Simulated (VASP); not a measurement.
Wanted: the native input for a VASP 6.6.1 run.

* Task: single point
* Functional: r2SCAN
* Potentials or basis: VASP PAW PBE potentials, release 64 (Te)
* Cutoff: 520 eV
* k mesh: 6 × 6 × 4
* Occupations: gaussian, width 0.01 eV
* Spin: no spin polarisation
* Dipole correction: no
* Further INCAR settings: ALGO = Normal; EDIFF = 1e-06; NBANDS = 16

Te:

```
Te
1.0
     4.66218    0.00000    0.00000
    -2.33109    3.87222    0.00000
     0.00000    0.00000    5.94875
Te
3
Direct
  0.25166 0.00000 0.33333
  0.00512 0.26190 0.66568
  0.74322 0.73810 0.00099
```

This cell differs from its parent crystal: uniaxial x strain +4.3%.

One way to write it, as run:

POSCAR

```
Te
1.0
    4.6621804319      0.0000000000      0.0000000000
   -2.3310902160      3.8722227785      0.0000000000
    0.0000000000      0.0000000000      5.9487470213
Te
3
Direct
    0.2516599433      0.0000000000      0.3333333333
    0.0051186326      0.2618972085      0.6656776575
    0.7432214241      0.7381027915      0.0009890092
```

INCAR.step1

```
SYSTEM = Te
ALGO = Normal
EDIFF = 1E-4
ENCUT = 520
GGA = PE
ISMEAR = 0
LASPH = .TRUE.
LCHARG = .FALSE.
LREAL = .FALSE.
LWAVE = .TRUE.
NBANDS = 16
NELM = 60
PREC = Accurate
SIGMA = 0.01
```

INCAR.step2

```
SYSTEM = Te
ALGO = Normal
EDIFF = 1E-6
ENCUT = 520
ISIF = 2
ISMEAR = 0
ISTART = 1
LASPH = .TRUE.
LCHARG = .FALSE.
LMIXTAU = .TRUE.
LREAL = .FALSE.
LWAVE = .FALSE.
METAGGA = R2SCAN
NBANDS = 16
NELM = 60
PREC = Accurate
SIGMA = 0.01
```

KPOINTS

```
k-points
0
G
  6 6 4
  0 0 0
```

Potentials or basis: VASP PAW PBE potentials, release 64 (Te).

Launch:

```bash
$ cat potpaw_PBE.64/Te/POTCAR > POTCAR
$ cp INCAR.step1 INCAR
$ mpirun -np 1 vasp_std > vasp.out
$ cp INCAR.step2 INCAR
$ mpirun -np 1 vasp_std > vasp.out
```

It gave:

```
Pressure               : 0.1 GPa
Largest force          : 0.003 eV/Å
Band gap on the k mesh : 0.39 eV, direct
```

Caveat: the cell differs from its parent crystal (uniaxial x strain +4.3%); the PAW data sets were made with another functional, which shifts forces and pressure a little; spin-orbit coupling is left out, which moves the levels of the heavy elements.

Wall time 9.3 min on 1 thread of AMD EPYC 7R13, on a shared host, peak memory 0.25 GiB.
